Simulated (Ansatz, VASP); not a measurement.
**Two plane-wave programs on CdSe4**

```
Cd Se
1.0
     5.21175    0.00000    0.00000
     0.00000    5.21175    0.00000
     0.00000    0.00000    5.21175
Cd Se
1 4
Direct
  0.00000 0.00000 0.00000
  0.50000 0.00000 0.00000
  0.00000 0.50000 0.00000
  0.00000 0.00000 0.50000
  0.50000 0.50000 0.50000
```

Alike in both runs: functional PBE; k mesh 3 × 3 × 3; occupations gaussian, width 0.2 eV; no spin polarisation.

Ansatz relaxed the structure, and its values are those at the end. VASP's run is a single point on that final structure, the one shown.

|  | VASP | Ansatz |
| --- | --- | --- |
| version | VASP 6.6.1 | Ansatz 0.2.0 |
| potentials or method | VASP PAW PBE potentials, release 64 (Cd, Se), cutoff 500 eV | scalar-relativistic, plane waves, PAW |
| valence electrons in the cell | 36 | 84 |

|  | VASP | Ansatz | Ansatz less VASP |
| --- | --- | --- | --- |
| gap on the k mesh at the Fermi level (eV) | none | none | - |
| pressure (GPa) | 0.3 | 0.0 | -0.24 |

A gap of «none» marks a metal or a gap that the smearing closes. The functional is the same, so the differences come from potentials, cutoffs and numerics. VASP's potentials hold 36 valence electrons a cell and Ansatz's 84, so a difference there can come from the potentials and not from the codes.

The k mesh is coarse, so the values compare programs but aren't converged.
